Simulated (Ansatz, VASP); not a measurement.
**Two plane-wave programs on Ru**

```
Ru
1.0
     1.34494    2.32950    0.00000
     0.00000    0.00000    4.24935
     4.03633   -2.33038    0.00000
Ru
4
Direct
  0.50000 0.75000 0.16695
  0.00000 0.75000 0.66695
  0.50000 0.25000 0.83305
  0.00000 0.25000 0.33305
```

Alike in both runs: functional PBEsol; k mesh 16 × 10 × 10; occupations gaussian, width 0.1 eV; no spin polarisation.

Ansatz relaxed the structure, and its values are those at the end. VASP's run is a single point on that final structure, the one shown.

```csv
,VASP,Ansatz
version,VASP 6.6.1,Ansatz 0.2.0
potentials or method,"VASP PAW PBE potentials, release 64 (Ru_pv), cutoff 520 eV","scalar-relativistic, plane waves, PAW"
valence electrons in the cell,56,64
```

Ansatz gave:

| Item | Value |
| --- | --- |
| gap on the k mesh at the Fermi level (eV) | none |
| pressure (GPa) | 0.0 |

Question: Estimate VASP's values.

Answer: gap on the k mesh at the Fermi level (eV): none; pressure (GPa): -0.1.

VASP's potentials were made for PBE, not for PBEsol. A gap of «none» marks a metal or a gap that the smearing closes. With one functional, cell and mesh, what is left measures potentials, basis and numerics. VASP's potentials hold 56 valence electrons a cell and Ansatz's 64, so a difference there can come from the potentials and not from the codes.
